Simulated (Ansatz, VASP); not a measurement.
## Two plane-wave programs on AlGaAs2

```
Al Ga As
1.0
     5.31529   -0.02349   -0.01376
     0.02556    5.42957    1.41478
     0.02141    1.37795    5.37867
Al Ga As
2 2 4
Direct
  0.00869 0.80955 0.26927
  0.50868 0.32406 0.26218
  0.00876 0.84938 0.76080
  0.50870 0.84081 0.20500
  0.50863 0.32662 0.74631
  0.00863 0.31427 0.21774
  0.00874 0.34423 0.72850
  0.50880 0.81014 0.72269
```

Alike in both runs: functional PBEsol; k mesh 4 × 4 × 4; occupations gaussian, width 0.1 eV; no spin polarisation.

Ansatz relaxed the structure, and its values are those at the end. VASP's run is a single point on that final structure, the one shown.

|  | VASP | Ansatz |
| --- | --- | --- |
| version | VASP 6.6.1 | Ansatz 0.2.0 |
| potentials or method | VASP PAW PBE potentials, release 64 (Al, Ga_d, As), cutoff 400 eV | scalar-relativistic, plane waves, PAW |
| valence electrons in the cell | 52 | 92 |

```csv
,VASP,Ansatz,Ansatz less VASP
gap on the k mesh at the Fermi level (eV),none,none,-
rms of the force components (eV/Å),0.009,0.006,-0.0032
```

VASP's potentials were made for PBE, not for PBEsol. A gap of «none» marks a metal or a gap that the smearing closes. VASP's potentials hold 52 valence electrons a cell and Ansatz's 92, so a difference there can come from the potentials and not from the codes.
